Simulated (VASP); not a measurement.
A run of VASP 6.6.1 is set up as follows.

File INCAR:

```
PREC     = Accurate       # precision mode
ENCUT    = 600            # plane-wave cutoff, eV
EDIFF    = 1E-6           # SCF threshold, eV
ISMEAR   = 1              # smearing method
SIGMA    = 0.05           # smearing width, eV
LREAL    = F              # projectors in reciprocal space
LASPH    = T              # aspherical terms in the spheres
NELM     = 120            # most SCF steps
ALGO     = Normal         # electronic algorithm
ISIF     = 2              # what is computed and relaxed
LWAVE    = F              # write WAVECAR
LCHARG   = T              # write CHGCAR
GGA      = PS             # functional
LELF     = T              # ELF
LVHAR    = T            
NBANDS   = 10             # bands
GGA_COMPAT= F
```

Contents of KPOINTS:

```
Automatic mesh
0
Gamma
  10 10 10
```

POSCAR

```
Os
1.0
    0.0000000000      1.8966577195      1.8966577195
    1.8966577195      0.0000000000      1.8966577195
    1.8966577195      1.8966577195      0.0000000000
Os
1
Direct
    0.0000000000      0.0000000000      0.0000000000
```

Potentials or basis: VASP PAW PBE potentials, release 64 (Os).

Command:

```sh
$ cat potpaw_PBE.64/Os/POTCAR > POTCAR
$ mpirun -np 1 vasp_std > vasp.out
```

Q: Predict the band gap on the k mesh.

A: Zero (bands 4 and 5 overlap by 4.18 eV).

Q: What does it give for the pressure?

A: 11.1 GPa.

Caveat: the cell stands under pressure; the PAW data sets were made with another functional, which shifts forces and pressure a little; spin-orbit coupling is left out, which moves the levels of the heavy elements.
